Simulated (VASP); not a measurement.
A run of VASP 6.6.1 is set up as follows.

The input POSCAR:

```
InSb
1.0
    0.0000000000      3.2795130186      3.2795130186
    3.2795130186      0.0000000000      3.2795130186
    3.2795130186      3.2795130186      0.0000000000
In Sb
1 1
Direct
    0.0000000000      0.0000000000      0.0000000000
    0.2500000000      0.2500000000      0.2500000000
```

Contents of INCAR.step1:

```
  ALGO = Normal
  EDIFF = 1E-5
  ENCUT = 520
  GGA = PE
  ISIF = 2
  ISMEAR = -1
  LASPH = T
  LCHARG = F
  LREAL = F
  LWAVE = T
  NBANDS = 16
  NELM = 80
  PREC = Accurate
  SIGMA = 0.02
```

The input INCAR.step2:

```
  ALGO = Normal
  EDIFF = 1E-7
  ENCUT = 520
  GGA = PE
  HFSCREEN = 0.2079
  ISIF = 2
  ISMEAR = -1
  ISTART = 1
  LASPH = T
  LCHARG = F
  LHFCALC = T
  LREAL = F
  LWAVE = F
  NBANDS = 16
  NELM = 80
  PREC = Accurate
  PRECFOCK = Normal
  SIGMA = 0.02
```

Contents of KPOINTS:

```
k-points
0
Gamma
  4 4 4
```

Potentials or basis: VASP PAW PBE potentials, release 64 (In_d, Sb).

The run is started by

```bash
$ cat potpaw_PBE.64/In_d/POTCAR potpaw_PBE.64/Sb/POTCAR > POTCAR
$ cp INCAR.step1 INCAR
$ mpirun -np 1 vasp_std > vasp.out
$ cp INCAR.step2 INCAR
$ mpirun -np 1 vasp_std > vasp.out
```

Task: Estimate the band gap on the k mesh.

Result: 0.32 eV.

Task: Estimate the pressure.

Result: -0.6 GPa.

Caveat: the PAW data sets were made with another functional, which shifts forces and pressure a little; spin-orbit coupling is left out, which moves the levels of the heavy elements.
